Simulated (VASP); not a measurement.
# LiBr (Fm-3m) in VASP: notebook, part 2 of 2

VASP 6.6.1. Earlier steps stand in the parts before.

## Step 4: Single point, PBE

INCAR

```
PREC = Accurate ; ENCUT = 750
EDIFF = 1E-6 ; ISMEAR = -1
SIGMA = 0.03 ; LREAL = False
LASPH = True ; NELM = 120
ALGO = Normal ; ISIF = 2
LWAVE = False ; LCHARG = False
GGA = PE ; NBANDS = 12
GGA_COMPAT = False
```

KPOINTS

```
regular mesh
0
Gamma
  8 8 8
```

POSCAR

```
LiBr
1.0
    0.0000000000      2.7445000000      2.7445000000
    2.7445000000      0.0000000000      2.7445000000
    2.7445000000      2.7445000000      0.0000000000
Li Br
1 1
Direct
    0.0000000000      0.0000000000      0.0000000000
    0.5000000000      0.5000000000      0.5000000000
```

Potentials or basis: VASP PAW PBE potentials, release 64 (Li_sv, Br).

Command:

```console
$ cat potpaw_PBE.64/Li_sv/POTCAR potpaw_PBE.64/Br/POTCAR > POTCAR
$ mpirun -np 1 vasp_std > vasp.out
```

OUTCAR:

```text
PREC = Accurate
   ENCUT = 750
   EDIFF = 1E-6
   ISMEAR = -1
   LREAL = False
   LASPH = True
   NELM = 120
   ISIF = 2
   GGA = PE

 ion  position               nearest neighbor table
   1  0.000  0.000  0.000-
   2  0.500  0.500  0.500-

  LATTYP: Found a face centered cubic cell.
 ALAT       =     5.4890000000

  Lattice vectors:

 A1 = (   0.0000000000,   2.7445000000,   2.7445000000)
 A2 = (   2.7445000000,   0.0000000000,   2.7445000000)
 A3 = (   2.7445000000,   2.7445000000,   0.0000000000)

Analysis of symmetry for initial positions (statically):
=====================================================================
 Subroutine PRICEL returns:
 Original cell was already a primitive cell.

 Routine SETGRP: Setting up the symmetry group for a
 face centered cubic supercell.

 Subroutine GETGRP returns: Found 48 space group operations
 (whereof 48 operations were pure point group operations)
 out of a pool of 48 trial point group operations.

The static configuration has the point symmetry O_h .

Analysis of symmetry for dynamics (positions and initial velocities):
=====================================================================
 Subroutine PRICEL returns:
 Original cell was already a primitive cell.

 Routine SETGRP: Setting up the symmetry group for a
 face centered cubic supercell.

 Subroutine GETGRP returns: Found 48 space group operations
 (whereof 48 operations were pure point group operations)
 out of a pool of 48 trial point group operations.

The dynamic configuration has the point symmetry O_h .

 Subroutine INISYM returns: Found 48 space group operations
 (whereof 48 operations are pure point group operations),
 and found     1 'primitive' translations

----------------------------------------------------------------------------------------

[... 111 lines left out ...]
     AMIX     =   0.40;   BMIX     =  1.00
     AMIX_MAG =   1.60;   BMIX_MAG =  1.00
  volume/ion in A,a.u.               =      20.67       139.50
  Fermi-wavevector in a.u.,A,eV,Ry     =   1.020003  1.927527 14.155594  1.040407
  Thomas-Fermi vector in A             =   2.153549
   LORBIT       =      0    0 simple, 1 ext, 2 COOP (PROOUT), +10 PAW based schemes
   GGA     = PE    functional components
   LHFCALC =     F    Hartree Fock is set to
   AEXX    =    0.0000 exact exchange contribution
   IVDW    =     0    specifies the selected vdW correction
   LEPSILON=     F    determine dielectric tensor
   LRPA    =     F    only Hartree local field effects (RPA)
 non-spin polarized calculation
  energy-cutoff  :      750.00
  volume of cell :       41.34
 maximum number of plane-waves:      1964
   NGX = 17   NGY = 17   NGZ = 17

 number of electron      10.0000001 magnetization

 Free energy of the ion-electron system (eV)
  ---------------------------------------------------
  ext. energy  EPLUGINS =         0.00000000
  ---------------------------------------------------
  free energy    TOTEN  =        -6.64107163 eV

  energy without entropy =       -6.64107162  energy(sigma->0) =       -6.64107163

 E-fermi :   1.0252     XC(G=0):  -8.4534

 val. band max:        0.3577054924   @ k =   0.0000   0.0000   0.0000
 cond. band min:       5.3286683590   @ k =   0.0000   0.0000   0.0000
 fundamental gap:      4.9709628665
 Fermi energy:         1.0251918998

 k-point     1 :       0.0000    0.0000    0.0000
  band No.  band energies     occupation
      1     -44.0293      2.00000
      2     -13.0970      2.00000
      3       0.3577      2.00000
      4       0.3577      2.00000
      5       0.3577      2.00000
      6       5.3287      0.00000
      7      10.8636      0.00000
      8      10.8636      0.00000
      9      10.8636      0.00000
     10      12.6284      0.00000
     11      12.6284      0.00000
     12      12.6284      0.00000
[... 331 lines left out ...]
 k-point    24 :      -0.3750    0.2500    0.1250
  band No.  band energies     occupation
      1     -44.0280      2.00000
      2     -12.5255      2.00000
      3      -2.2637      2.00000
      4      -0.9972      2.00000
      5      -0.2562      2.00000
      6       7.4247      0.00000
      7       8.2481      0.00000
      8       9.5852      0.00000
      9      11.0734      0.00000
     10      13.9414      0.00000
     11      14.3505      0.00000
     12      16.9653      0.00000

 [... further k-points ...]
[... 5 lines left out ...]
  --------------------------------------------------------------------------------------
  -------------------------------------------------------------------------------------
  Total        0.0684029      0.0684029      0.0684029     -0.0000000      0.0000000      0.0000000
  in kB        2.6507279      2.6507279      2.6507279     -0.0000000      0.0000000      0.0000000
  external PRESSURE =       2.6507279 kB  Pullay stress =       0.0000000 kB

 VOLUME and BASIS-vectors are now :
 -----------------------------------------------------------------------------
  energy-cutoff  :      750.00
  volume of cell :       41.34
      direct lattice vectors                 reciprocal lattice vectors
     0.000000000  2.744500000  2.744500000    -0.182182547  0.182182547  0.182182547
     2.744500000  0.000000000  2.744500000     0.182182547 -0.182182547  0.182182547
     2.744500000  2.744500000  0.000000000     0.182182547  0.182182547 -0.182182547

 POSITION                                       TOTAL-FORCE (eV/Angst)
 -----------------------------------------------------------------------------------
      0.00000      0.00000      0.00000         0.000000      0.000000      0.000000
      2.74450      2.74450      2.74450        -0.000000     -0.000000     -0.000000
 -----------------------------------------------------------------------------------
    total drift:                                0.000000      0.000000      0.000000

  FREE ENERGIE OF THE ION-ELECTRON SYSTEM (eV)
  ---------------------------------------------------
  free  energy   TOTEN  =        -6.6410716250 eV

  energy  without entropy=       -6.6410716250  energy(sigma->0) =       -6.64107163
```

stdout:

```text
POSCAR found type information on POSCAR LiBr
 POSCAR found :  2 types and       2 ions
 scaLAPACK will be used
 LDA part: xc-table for (Slater+PW92), standard interpolation
 POSCAR, INCAR and KPOINTS ok, starting setup
 FFT: planning ... GRIDC
 FFT: planning ... GRID_SOFT
 FFT: planning ... GRID
 WAVECAR not read
 entering main loop
```

It took 17 s on 1 thread of Intel Xeon Platinum 8259CL at 2.50GHz (Skylake/Cascade Lake), shared host; peak memory 0.21 GiB.

Results:

```yaml
Free_energy: -6.6411 eV
Pressure: 0.3 GPa
Band_gap_on_the_k_mesh: 4.97 eV, direct
```

PBE gaps usually lie below the measured ones, often by a third to a half.

## Step 5: Single point, PBE, non-collinear spin, zero start, spin-orbit coupling

INCAR

```
ALGO = Normal
EDIFF = 1E-6
ENCUT = 750
GGA = PE
GGA_COMPAT = False
ISIF = 2
ISMEAR = -1
LASPH = True
LCHARG = False
LNONCOLLINEAR = True
LORBIT = 11
LORBMOM = True
LREAL = False
LSORBIT = True
LWAVE = False
MAGMOM = 0 0 0 0 0 0
NBANDS = 22
NELM = 200
PREC = Accurate
SIGMA = 0.03
```

KPOINTS

```
k-points
0
Gamma
  8 8 8
```

POSCAR is that of step 4.

Command:

```console
$ cat potpaw_PBE.64/Li_sv/POTCAR potpaw_PBE.64/Br/POTCAR > POTCAR
$ mpirun -np 1 vasp_ncl > vasp.out
```

Wall time 79 s (1 thread of Intel Xeon Platinum 8259CL at 2.50GHz (Skylake/Cascade Lake), shared host); peak memory 0.41 GiB.

The run converged. Its results:

| Property | Result |
| --- | --- |
| Free energy | -6.6662 eV |
| Pressure | 0.3 GPa |
| Net moment | 0.00 μB per cell |
| Valence electrons inside the program's atomic spheres | Li 2.04; Br 4.92 |

Moments on the atoms (μB; x, y, z):
```
Li  0.00 0.00 0.00
Br  0.00 0.00 0.00
```

## Step 6: Overview

| level | potentials or basis | spin | gap on the mesh (eV) | pressure (GPa) |
| --- | --- | --- | --- | --- |
| LDA | VASP PAW LDA potentials, release 64 (Li_sv, Br) | off | 4.69 | -2.7 |
| PBEsol | VASP PAW PBE potentials, release 64 (Li_sv, Br) | off | 4.80 | -1.1 |
| PBE | VASP PAW PBE potentials, release 64 (Li_sv, Br) | off | 4.97 | 0.3 |
| PBE | VASP PAW PBE potentials, release 64 (Li_sv, Br) | non-collinear, zero start, SOC | - | 0.3 |

Alike in all rows: task single point; cell as given; k mesh 8 × 8 × 8; cutoff (eV) 750; smearing fermi-dirac 0.03 eV.

Caveats: the PAW data sets were made with another functional, which shifts forces and pressure a little (some runs).

Total energies depend on the potentials used, so only differences within one code and one set of settings carry meaning.
